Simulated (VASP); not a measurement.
# Ru (P6_3/mmc) in VASP: a series of runs, part 2 of 2

VASP 6.6.1. Earlier steps stand in the parts before.

## Step 4: Single point, PBEsol (volume scaled by 1.02)

INCAR reads:

```
ALGO     = Normal         # electronic algorithm
EDIFF    = 1E-7           # SCF threshold, eV
ENCUT    = 520            # plane-wave cutoff, eV
GGA      = PS             # functional
ISIF     = 2              # what is computed and relaxed
ISMEAR   = -1             # smearing method
LASPH    = T              # aspherical terms in the spheres
LCHARG   = T              # write CHGCAR
LELF     = T              # ELF
LREAL    = F              # projectors in reciprocal space
LVHAR    = T            
LWAVE    = F              # write WAVECAR
NBANDS   = 21             # bands
NELM     = 60             # most SCF steps
PREC     = Accurate       # precision mode
SIGMA    = 0.03           # smearing width, eV
```

KPOINTS reads:

```
k-points
0
Gamma
  14 14 8
```

POSCAR reads:

```
Ru
1.0
    2.7237190573      0.0000000000      0.0000000000
   -1.3618595287      2.3588098964      0.0000000000
    0.0000000000      0.0000000000      4.3102577801
Ru
2
Direct
    0.3333333333      0.6666666667      0.2500000000
    0.6666666667      0.3333333333      0.7500000000
```

Potentials or basis: VASP PAW PBE potentials, release 64 (Ru_pv).

Launch:

```sh
> cat potpaw_PBE.64/Ru_pv/POTCAR > POTCAR
> mpirun -np 1 vasp_std > vasp.out
```

OUTCAR:

```text
EDIFF = 1E-7
   ENCUT = 520
   GGA = PS
   ISIF = 2
   ISMEAR = -1
   LASPH = T
   LREAL = F
   NELM = 60
   PREC = Accurate

 ion  position               nearest neighbor table
   1  0.333  0.667  0.250-   2 2.67   2 2.67   2 2.67   2 2.67   2 2.67   2 2.67
   2  0.667  0.333  0.750-   1 2.67   1 2.67   1 2.67   1 2.67   1 2.67   1 2.67

  LATTYP: Found a hexagonal cell.
 ALAT       =     2.7237190573
 C/A-ratio  =     1.5824898565

  Lattice vectors:

 A1 = (   2.7237190573,   0.0000000000,   0.0000000000)
 A2 = (  -1.3618595287,   2.3588098964,   0.0000000000)
 A3 = (   0.0000000000,   0.0000000000,   4.3102577801)

Analysis of symmetry for initial positions (statically):
=====================================================================
 Subroutine PRICEL returns:
 Original cell was already a primitive cell.

 Routine SETGRP: Setting up the symmetry group for a
 hexagonal supercell.

 Subroutine GETGRP returns: Found 24 space group operations
 (whereof 12 operations were pure point group operations)
 out of a pool of 24 trial point group operations.

The static configuration has the point symmetry D_3d.
 The point group associated with its full space group is D_6h.

Analysis of symmetry for dynamics (positions and initial velocities):
=====================================================================
 Subroutine PRICEL returns:
 Original cell was already a primitive cell.

 Routine SETGRP: Setting up the symmetry group for a
 hexagonal supercell.

 Subroutine GETGRP returns: Found 24 space group operations
 (whereof 12 operations were pure point group operations)
 out of a pool of 24 trial point group operations.

The dynamic configuration has the point symmetry D_3d.
 The point group associated with its full space group is D_6h.

 Subroutine INISYM returns: Found 24 space group operations
 (whereof 12 operations are pure point group operations),
 and found     1 'primitive' translations

----------------------------------------------------------------------------------------

                                     Primitive cell

  volume of cell :      27.6923

  direct lattice vectors                    reciprocal lattice vectors
     2.723719057  0.000000000  0.000000000     0.367145061  0.211971300  0.000000000
    -1.361859529  2.358809896  0.000000000     0.000000000  0.423942600  0.000000000
     0.000000000  0.000000000  4.310257780     0.000000000  0.000000000  0.232004685

  length of vectors
     2.723719057  2.723719057  4.310257780     0.423942600  0.423942600  0.232004685

  position of ions in fractional coordinates (direct lattice)
     0.333333333  0.666666667  0.250000000
     0.666666667  0.333333333  0.750000000

  ion indices of the primitive-cell ions
   primitive index   ion index
                 1           1
                 2           2

----------------------------------------------------------------------------------------

 KPOINTS: k-points

Automatic generation of k-mesh.
 Grid dimensions read from file:
 generate k-points for:   14   14    8

 Generating k-lattice:

  Cartesian coordinates                     Fractional coordinates (reciprocal lattice)
     0.026224647  0.015140807  0.000000000     0.071428571  0.000000000  0.000000000
     0.000000000  0.030281614  0.000000000     0.000000000  0.071428571  0.000000000
     0.000000000  0.000000000  0.029000586     0.000000000  0.000000000  0.125000000

  Length of vectors
     0.030281614  0.030281614  0.029000586

  Shift w.r.t. Gamma in fractional coordinates (k-lattice)
     0.000000000  0.000000000  0.000000000

 Subroutine IBZKPT returns following result:
 ===========================================

 Found    120 irreducible k-points:

 Following reciprocal coordinates:
            Coordinates               Weight
  0.000000  0.000000  0.000000      1.000000
  0.071429  0.000000  0.000000      6.000000
  0.142857  0.000000  0.000000      6.000000
  0.214286  0.000000  0.000000      6.000000
  0.285714  0.000000  0.000000      6.000000
  0.357143  0.000000  0.000000      6.000000
[... 16 lines left out ...]
  0.285714  0.285714  0.000000      6.000000
  0.357143  0.285714  0.000000      6.000000
 [... further k-points ...]
   k-points           NKPTS =    120   k-points in BZ     NKDIM =    120   number of bands    NBANDS=     21
   number of dos      NEDOS =    301   number of ions     NIONS =      2
   total plane-waves  NPLWV =  12800
   dimension x,y,z NGX =    20 NGY =   20 NGZ =   32
   dimension x,y,z NGXF=    40 NGYF=   40 NGZF=   64
   ions per type =               2
   NGX,Y,Z   is equivalent  to a cutoff of  12.21, 12.21, 12.34 a.u.
   NGXF,Y,Z  is equivalent  to a cutoff of  24.41, 24.41, 24.68 a.u.
 SYSTEM =  unknown system
   PREC   = accura    normal or accurate (medium, high low for compatibility)
   ISTART =      0    job   : 0-new  1-cont  2-samecut
   ICHARG =      2    charge: 1-file 2-atom 10-const
   ISPIN  =      1    spin polarized calculation?
   LNONCOLLINEAR =      F non collinear calculations
   LSORBIT =      F    spin-orbit coupling
   LASPH  =      T    aspherical Exc in radial PAW
   ENCUT  =  520.0 eV  38.22 Ry    6.18 a.u.   5.06  5.06  8.01*2*pi/ulx,y,z
   NELM   =     60;   NELMIN=  2; NELMDL= -5     # of ELM steps
   EDIFF  = 0.1E-06   stopping-criterion for ELM
   LREAL  =      F    real-space projection
   EDIFFG = 0.1E-05   stopping-criterion for IOM
   NSW    =      0    number of steps for IOM
   IBRION =     -1    ionic relax: 0-MD 1-quasi-New 2-CG
   NFREE  =      0    steps in history (QN), initial steepest desc. (CG)
   ISIF   =      2    stress and relaxation
   ISYM   =      2    0-nonsym 1-usesym 2-fastsym
   POTIM  = 0.5000    time-step for ionic-motion
   TEBEG  =    0.0;   TEEND  =   0.0 temperature during run
   PSTRESS=    0.0 pullay stress
   NELECT =      28.0000    total number of electrons
   NUPDOWN=      -1.0000    fix difference up-down
   EMIN   =  10.00;   EMAX   =-10.00  energy-range for DOS
   EFERMI =   0.00;   METHOD = LEGACY
   ISMEAR =    -1;   SIGMA  =   0.03  broadening in eV -4-tet -1-fermi 0-gaus
   EFERMI_NEDOS =   21; number of points for ismear=-14 and -15
   IALGO  =     38    algorithm
   IMIX   =      4    mixing-type and parameters
     AMIX     =   0.40;   BMIX     =  1.00
     AMIX_MAG =   1.60;   BMIX_MAG =  1.00
  volume/ion in A,a.u.               =      13.85        93.44
  Fermi-wavevector in a.u.,A,eV,Ry     =   1.643140  3.105085 36.734511  2.699910
  Thomas-Fermi vector in A             =   2.733325
   LORBIT       =      0    0 simple, 1 ext, 2 COOP (PROOUT), +10 PAW based schemes
   GGA     = PS    functional components
   LHFCALC =     F    Hartree Fock is set to
   AEXX    =    0.0000 exact exchange contribution
   IVDW    =     0    specifies the selected vdW correction
   LEPSILON=     F    determine dielectric tensor
   LRPA    =     F    only Hartree local field effects (RPA)
 non-spin polarized calculation
  energy-cutoff  :      520.00
  volume of cell :       27.69
 maximum number of plane-waves:       764
   NGX = 11   NGY = 11   NGZ = 17

 number of electron      28.0000015 magnetization

 Free energy of the ion-electron system (eV)
  ---------------------------------------------------
  ext. energy  EPLUGINS =         0.00000000
  ---------------------------------------------------
  free energy    TOTEN  =       -20.29749419 eV

  energy without entropy =      -20.29043224  energy(sigma->0) =      -20.29396322

 E-fermi :  12.3274     XC(G=0): -14.1597

 val. band max:       12.3142312821   @ k =   0.2857   0.1429   0.1250
 cond. band min:      12.3298755832   @ k =   0.0000   0.0000   0.3750
 fundamental gap:      0.0156443011
 Fermi energy:        12.3274367711

 k-point     1 :       0.0000    0.0000    0.0000
  band No.  band energies     occupation
      1     -31.1901      2.00000
      2     -30.3036      2.00000
      3     -30.3036      2.00000
      4     -30.1427      2.00000
      5     -30.1427      2.00000
      6     -30.1122      2.00000
[... 13 lines left out ...]
     20      22.6427      0.00000
     21      22.6821      0.00000
[... 529 lines left out ...]
 k-point    24 :       0.3571    0.2857    0.0000
  band No.  band energies     occupation
      1     -30.8860      2.00000
      2     -30.7141      2.00000
      3     -30.7102      2.00000
      4     -30.5946      2.00000
      5     -30.5137      2.00000
      6     -30.5074      2.00000
[... 13 lines left out ...]
     20      22.6431      0.00000
     21      22.6435      0.00000

 [... further k-points ...]

------------------------ aborting loop because EDIFF is reached ----------------------------------------

  FORCE on cell =-STRESS in cart. coord.  units (eV):
  Direction    XX          YY          ZZ          XY          YZ          ZX
  --------------------------------------------------------------------------------------
  -------------------------------------------------------------------------------------
  Total       -1.9994771     -1.9994771     -2.4027586      0.0000000     -0.0000000      0.0000000
  in kB     -115.6827272   -115.6827272   -139.0151806      0.0000000     -0.0000000      0.0000000
  external PRESSURE =    -123.4602116 kB  Pullay stress =       0.0000000 kB

 VOLUME and BASIS-vectors are now :
 -----------------------------------------------------------------------------
  energy-cutoff  :      520.00
  volume of cell :       27.69
      direct lattice vectors                 reciprocal lattice vectors
     2.723719057  0.000000000  0.000000000     0.367145061  0.211971300  0.000000000
    -1.361859529  2.358809896  0.000000000     0.000000000  0.423942600  0.000000000
     0.000000000  0.000000000  4.310257780     0.000000000  0.000000000  0.232004685

 POSITION                                       TOTAL-FORCE (eV/Angst)
 -----------------------------------------------------------------------------------
     -0.00000      1.57254      1.07756         0.000000     -0.000000      0.000000
      1.36186      0.78627      3.23269        -0.000000      0.000000      0.000000
 -----------------------------------------------------------------------------------
    total drift:                               -0.000000      0.000000     -0.000000

  FREE ENERGIE OF THE ION-ELECTRON SYSTEM (eV)
  ---------------------------------------------------
  free  energy   TOTEN  =       -20.2974941940 eV

  energy  without entropy=      -20.2904322395  energy(sigma->0) =      -20.29396322
```

Run time: 20 s. Hardware: 1 thread of Intel Xeon 6975P-C (Granite Rapids), shared host; peak memory 0.18 GiB.

Results:

```
Free energy            : -20.2975 eV
Pressure               : -12.3 GPa
Band gap on the k mesh : zero (band 14 reaches 13.93 eV, above the bottom of band 15 at 10.88 eV)
```

Stress tensor (GPa, compression positive):
```
-11.57   0.00   0.00
  0.00 -11.57   0.00
  0.00   0.00 -13.90
```

Caveat: the PAW data sets were made with another functional, which shifts forces and pressure a little.

## Step 5: Single point, PBEsol (volume scaled by 1.06)

INCAR reads:

```
SYSTEM = Ru
PREC = Accurate
ENCUT = 520
EDIFF = 1E-7
ISMEAR = -1
SIGMA = 0.03
LREAL = .False.
LASPH = .True.
NELM = 100
ALGO = Normal
ISIF = 2
LWAVE = .False.
LCHARG = .False.
GGA = PS
NBANDS = 21
```

KPOINTS reads:

```
regular mesh
0
Gamma
  14 14 8
  0 0 0
```

POSCAR reads:

```
Ru
1.0
    2.7588676960      0.0000000000      0.0000000000
   -1.3794338480      2.3892495105      0.0000000000
    0.0000000000      0.0000000000      4.3658801443
Ru
2
Direct
    0.3333333333      0.6666666667      0.2500000000
    0.6666666667      0.3333333333      0.7500000000
```

Launch:

```sh
> cat potpaw_PBE.64/Ru_pv/POTCAR > POTCAR
> mpirun -np 1 vasp_std > vasp.out
```

Wall time 19 s (1 thread of Intel Xeon 6975P-C (Granite Rapids), shared host); peak memory 0.19 GiB.

It converged, with:

| Quantity | Value |
| --- | --- |
| Free energy | -20.1794 eV |
| Pressure | -22.4 GPa |
| Band gap on the k mesh | zero (band 14 reaches 13.15 eV, above the bottom of band 15 at 10.28 eV) |

Stress tensor (GPa, compression positive):
```
-21.43   0.00   0.00
  0.00 -21.43   0.00
  0.00   0.00 -24.23
```

Levels at points of the mesh, in eV from the Fermi level:
```tsv
k point	band 12	band 13	band 14	band 15	band 16	band 17
(0.00, 0.00, 0.00)	-1.74	-1.74	-1.26	-1.26	1.11	1.11
(0.50, 0.00, 0.00)	-1.71	-1.40	1.32	1.70	1.76	3.77
(0.00, 0.00, 0.50)	-2.52	-2.52	-2.52	0.51	0.51	0.51
(0.50, 0.00, 0.50)	-0.95	0.41	0.41	1.55	1.55	3.17
```

Caveat: the PAW data sets were made with another functional, which shifts forces and pressure a little.

## Step 6: Single point, PBEsol (zz strain of -3 %)

INCAR reads:

```
  ALGO = Normal
  EDIFF = 1E-6
  ENCUT = 520
  GGA = PS
  ISIF = 2
  ISMEAR = -1
  LASPH = T
  LCHARG = F
  LREAL = F
  LWAVE = F
  NBANDS = 21
  NELM = 60
  PREC = Accurate
  SIGMA = 0.03
```

KPOINTS reads:

```
k-points
0
Gamma
  14 14 8
```

POSCAR reads:

```
Ru
1.0
    2.7057993342      0.0000000000      0.0000000000
   -1.3528996671      2.3432909610      0.0000000000
    0.0000000000      0.0000000000      4.1534430000
Ru
2
Direct
    0.3333333333      0.6666666667      0.2500000000
    0.6666666667      0.3333333333      0.7500000000
```

Potentials or basis: VASP PAW PBE potentials, release 64 (Ru_pv).

Launch:

```sh
> cat potpaw_PBE.64/Ru_pv/POTCAR > POTCAR
> mpirun -np 1 vasp_std > vasp.out
```

Run time: 45 s. Hardware: 1 thread of Intel Xeon Platinum 8375C at 2.90GHz (Ice Lake), shared host; peak memory 0.17 GiB.

Results (log left out):

```
Free energy            : -20.3132 eV
Pressure               : 5.0 GPa
Band gap on the k mesh : zero (band 14 reaches 14.84 eV, above the bottom of band 15 at 11.45 eV)
```

Stress tensor (GPa, compression positive):
```
 0.17  0.00  0.00
 0.00  0.17  0.00
 0.00  0.00 14.59
```

Levels at points of the mesh, in eV from the Fermi level:
| k point | band 12 | band 13 | band 14 | band 15 | band 16 | band 17 |
| --- | --- | --- | --- | --- | --- | --- |
| (0.00, 0.00, 0.00) | -1.98 | -1.98 | -1.71 | -1.71 | 1.23 | 1.23 |
| (0.50, 0.00, 0.00) | -1.99 | -1.43 | 1.31 | 1.83 | 2.16 | 4.14 |
| (0.00, 0.00, 0.50) | -3.03 | -2.67 | -2.67 | 0.61 | 0.61 | 0.61 |
| (0.50, 0.00, 0.50) | -1.24 | 0.42 | 0.42 | 1.63 | 1.63 | 3.45 |

Caveat: the cell differs from its parent crystal (zz strain of -3 %); the PAW data sets were made with another functional, which shifts forces and pressure a little.

## Step 7: Summary

```csv
cell,gap on the mesh (eV),pressure (GPa)
"a = 2.669, b = 2.669, c = 4.224 Å, angles 90.0, 90.0, 120.0°, 2 atoms",none,8.1
"a = 2.697, b = 2.697, c = 4.268 Å, angles 90.0, 90.0, 120.0°, 2 atoms",none,-3.0
"a = 2.724, b = 2.724, c = 4.310 Å, angles 90.0, 90.0, 120.0°, 2 atoms",none,-12.3
"a = 2.759, b = 2.759, c = 4.366 Å, angles 90.0, 90.0, 120.0°, 2 atoms",none,-22.4
"a = 2.706, b = 2.706, c = 4.153 Å, angles 90.0, 90.0, 120.0°, 2 atoms",none,5.0
```

Alike in all rows: task single point; level PBEsol; potentials or basis VASP PAW PBE potentials, release 64 (Ru_pv); no spin polarisation; k mesh 14 × 14 × 8; cutoff (eV) 520; smearing fermi-dirac 0.03 eV.

Caveats: the PAW data sets were made with another functional, which shifts forces and pressure a little.

Absolute energies hang on the potentials; compare differences alone.
